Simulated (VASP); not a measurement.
Wanted: the native input for a VASP 6.6.1 run.

```
Task                   : relaxation of cell and atoms
Functional             : PBE
Potentials or basis    : VASP PAW PBE potentials, release 64 (Hf_pv, Ta_pv, F)
Cutoff                 : 600 eV
k mesh                 : 4 × 4 × 4
Occupations            : gaussian, width 0.1 eV
Spin                   : no spin polarisation
Dipole correction      : no
Further INCAR settings : ALGO = Normal; EDIFF = 1e-06; IBRION = 2; EDIFFG = -0.04; NSW = 90; ISIF = 3
```

The structure of HfTa4F lies in POSCAR:

```
HfTa4F
1.0
    0.0000000000      3.7488024900      3.7488024900
    3.7488024900      0.0000000000      3.7488024900
    3.7488024900      3.7488024900      0.0000000000
Hf Ta F
1 4 1
Direct
    0.7500000000      0.7500000000      0.7500000000
    0.8747170300      0.3750943200      0.3750943200
    0.3750943200      0.3750943200      0.3750943200
    0.3750943200      0.8747170300      0.3750943200
    0.3750943200      0.3750943200      0.8747170300
    0.0000000000      0.0000000000      0.0000000000
```

These files were run (other wordings do the same):

INCAR

```
ALGO = Normal ; EDIFF = 1E-6
EDIFFG = -0.04 ; ENCUT = 600
GGA = PE ; IBRION = 2
ISIF = 3 ; ISMEAR = 0
LASPH = T ; LCHARG = F
LREAL = F ; LWAVE = F
NELM = 80 ; NSW = 90
PREC = Accurate ; SIGMA = 0.1
```

KPOINTS

```
k-points
0
Gamma
  4 4 4
```

Potentials or basis: VASP PAW PBE potentials, release 64 (Hf_pv, Ta_pv, F).

Launch:

```bash
$ cat potpaw_PBE.64/Hf_pv/POTCAR potpaw_PBE.64/Ta_pv/POTCAR potpaw_PBE.64/F/POTCAR > POTCAR
$ mpirun -np 1 vasp_std > vasp.out
```

Results of the run:

```
Relaxed volume                         : 20.19 Å³/atom
Relaxed cell                           : a = 5.554 Å, b = 5.554 Å, c = 5.554 Å, α = 60.00°, β = 60.00°, γ = 60.00°
Space group after relaxing (to 0.05 Å) : F-43m (No. 216)
Energy gained by relaxing              : 177.3 meV/atom
Ionic steps                            : 9
Pressure after relaxing                : 0.0 GPa
```

Caveat: the k points lie up to 0.35 Å⁻¹ apart in the final cell; an odd number of electrons without spin polarisation forces a metal; a magnetic or distorted state may lie lower.

Wall time 2.4 min on 1 thread of Intel(R) Xeon(R) 6975P-C (Granite Rapids), with other jobs on the host, peak memory 0.29 GiB.
